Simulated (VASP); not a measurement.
## AlGa2N2: single point with PBE

AlGa2N2:

```xyz
5
Lattice="3.3137 0.0000 0.0000 0.0000 3.3137 0.0000 0.0000 0.0000 7.5318" Properties=species:S:1:pos:R:3 pbc="T T T"
Al    1.6568    1.6568    0.0000
Ga    1.6568    1.6568    5.0648
Ga    1.6568    1.6568    2.4670
N     0.0000    1.6568    3.7659
N     1.6568    0.0000    3.7659
```

The cell was generated, and may not be a known phase.

```
Program                : VASP 6.6.1
Task                   : single point
Functional             : PBE
Potentials or basis    : VASP PAW PBE potentials, release 64 (Al, Ga_d, N)
Cutoff                 : 520 eV
k mesh                 : 6 × 6 × 4
Occupations            : gaussian, width 0.1 eV
Spin                   : no spin polarisation
Dipole correction      : no
Further INCAR settings : ALGO = Normal; EDIFF = 1e-06; NBANDS = 28
```

```yaml
Pressure: 0.2 GPa
Largest_force: 0.078 eV/Å
Band_gap_on_the_k_mesh: zero (an odd number of electrons rules out a gap without spin polarisation)
```

Forces in eV/Å, atoms in the order of the input:
```
Al   0.000  0.000  0.000
Ga   0.000  0.000  0.078
Ga   0.000  0.000 -0.078
N    0.000  0.000  0.000
N    0.000  0.000  0.000
```

Levels at points of the mesh, in eV from the Fermi level:
```tsv
k point	band 17	band 18	band 19	band 20	band 21	band 22
(0.00, 0.00, 0.00)	-2.15	-0.79	-0.69	1.27	1.27	4.68
(0.50, 0.00, 0.00)	-3.10	-2.07	-1.13	-1.12	-0.92	2.04
(0.50, 0.50, 0.00)	-3.16	-2.91	-0.14	-0.14	1.54	2.68
(0.00, 0.00, 0.50)	-4.54	-0.79	1.27	1.27	2.08	3.41
(0.50, 0.00, 0.50)	-3.10	-2.57	-1.32	-1.29	-1.13	1.36
(0.50, 0.50, 0.50)	-3.93	-1.42	0.36	0.36	1.54	1.73
```

Run time: 2.2 min on 1 thread of AMD EPYC 7R13, on a shared host, peak memory 0.2 GiB.
